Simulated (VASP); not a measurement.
A run of VASP 6.6.1 is set up as follows.

POSCAR

```
KBr
1.0
    0.0878544637      3.3283502496      3.3283502496
    3.3283502496      0.0878544637      3.3283502496
    3.3283502496      3.3283502496      0.0878544637
K Br
1 1
Direct
    0.0000000000      0.0000000000      0.0000000000
    0.5000000000      0.5000000000      0.5000000000
```

INCAR.step1

```
  PREC = Accurate
  ENCUT = 520
  EDIFF = 1E-5
  ISMEAR = 0
  SIGMA = 0.01
  LREAL = F
  LASPH = T
  NELM = 80
  ALGO = Normal
  ISIF = 2
  LWAVE = T
  LCHARG = F
  GGA = PE
  NBANDS = 15
```

Contents of INCAR.step2:

```
  PREC = Accurate
  ENCUT = 520
  EDIFF = 1E-6
  ISMEAR = 0
  SIGMA = 0.01
  LREAL = F
  LASPH = T
  NELM = 80
  ALGO = Normal
  ISIF = 2
  LWAVE = F
  LCHARG = F
  GGA = PE
  LHFCALC = T
  HFSCREEN = 0.2079
  PRECFOCK = Normal
  ISTART = 1
  NBANDS = 15
```

Contents of KPOINTS:

```
regular mesh
0
Gamma
  4 4 4
```

Potentials or basis: VASP PAW PBE potentials, release 64 (K_sv, Br).

Run with:

```sh
$ cat potpaw_PBE.64/K_sv/POTCAR potpaw_PBE.64/Br/POTCAR > POTCAR
$ cp INCAR.step1 INCAR
$ mpirun -np 1 vasp_std > vasp.out
$ cp INCAR.step2 INCAR
$ mpirun -np 1 vasp_std > vasp.out
```

Q: Estimate the pressure.

A: 0.7 GPa.

Q: Predict the band gap on the k mesh.

A: 5.60 eV.

Stress tensor (GPa, compression positive):
```
 0.72 -0.15 -0.15
-0.15  0.72 -0.15
-0.15 -0.15  0.72
```

Caveat: the cell differs from its parent crystal (epitaxial 111 strain -1.9%); the PAW data sets were made with another functional, which shifts forces and pressure a little.
